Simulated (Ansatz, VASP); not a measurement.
## InSe5: VASP beside Ansatz

```
In Se
1.0
     7.25510    0.00000    0.00000
    -3.62755    6.28310    0.00000
     0.00000    0.00000    3.57780
In Se
1 5
Cartesian
  0.0000 0.0000 0.0000
  0.0000 4.1887 0.0000
  3.6276 2.0944 0.0000
  3.6276 0.0000 1.7889
  1.8138 3.1416 1.7889
  -1.8138 3.1416 1.7889
```

Change from the starting cell: species swapped into the CeIr5 type (P6/mmm, No. 191).

Alike in both runs: functional PBE; k mesh 3 × 3 × 4; occupations gaussian, width 0.1 eV; no spin polarisation.

Ansatz relaxed the structure, and its values are those at the end. VASP's run is a single point on that final structure, the one shown.

```csv
,VASP,Ansatz
version,VASP 6.6.1,Ansatz 0.2.0
potentials or method,"VASP PAW PBE potentials, release 64 (In_d, Se), cutoff 520 eV","scalar-relativistic, plane waves, PAW"
valence electrons in the cell,43,93
```

```tsv
	VASP	Ansatz	Ansatz less VASP
gap on the k mesh at the Fermi level (eV)	none	none	-
pressure (GPa)	0.2	0.2	-0.01
```

A gap of «none» marks a metal or a gap that the smearing closes. With one functional, cell and mesh, what is left measures potentials, basis and numerics. VASP's potentials hold 43 valence electrons a cell and Ansatz's 93, so a difference there can come from the potentials and not from the codes.

The k mesh is coarse, so the values compare programs but aren't converged.
